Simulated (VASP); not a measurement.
Write the native input for VASP 6.6.1 that does the following.

| Item | Value |
| --- | --- |
| Task | single point |
| Functional | LDA |
| Potentials or basis | VASP PAW LDA potentials, release 64 (B, N) |
| Cutoff | 520 eV |
| k mesh | 12 × 12 × 4 |
| Occupations | gaussian, width 0.05 eV |
| Spin | no spin polarisation |
| Dipole correction | no |
| Further INCAR settings | ALGO = Normal; EDIFF = 1e-06; NBANDS = 16 |

The structure of BN lies in POSCAR:

```
BN
1.0
    2.7620704039      0.0000000000      0.0000000000
   -1.3810352019      2.1549757989      0.0000000000
    0.0000000000      0.0000000000      6.4952714932
B N
2 2
Direct
    0.3548387381      0.7096774763      0.2500000000
    0.6451612619      0.2903225237      0.7500000000
    0.3080499816      0.6160999633      0.7500000000
    0.6919500184      0.3839000367      0.2500000000
```

This cell differs from its parent crystal: normal strain along x +0.1100, normal strain along z +0.0000.

These files were run (other wordings do the same):

INCAR

```
SYSTEM = BN
  ALGO = Normal
  EDIFF = 1E-6
  ENCUT = 520
  GGA = CA
  ISIF = 2
  ISMEAR = 0
  LASPH = .TRUE.
  LCHARG = .TRUE.
  LELF = .TRUE.
  LREAL = .FALSE.
  LVHAR = .TRUE.
  LWAVE = .FALSE.
  NBANDS = 16
  NELM = 60
  PREC = Accurate
  SIGMA = 0.05
```

KPOINTS

```
k-points
0
G
  12 12 4
  0 0 0
```

Potentials or basis: VASP PAW LDA potentials, release 64 (B, N).

Command:

```bash
$ cat potpaw_LDA.64/B/POTCAR potpaw_LDA.64/N/POTCAR > POTCAR
$ mpirun -np 1 vasp_std > vasp.out
```

Results of the run:

```json
{"Pressure": "-29.9 GPa", "Largest force": "0.017 eV/Å", "Band gap on the k mesh": "3.52 eV (least direct gap 3.63 eV)"}
```

Caveat: the cell differs from its parent crystal (normal strain along x +0.1100, normal strain along z +0.0000); the cell stands under tension.

Run time: 29 s on 1 thread of Intel(R) Xeon(R) 6975P-C (Granite Rapids), with other jobs on the host, peak memory 0.18 GiB.
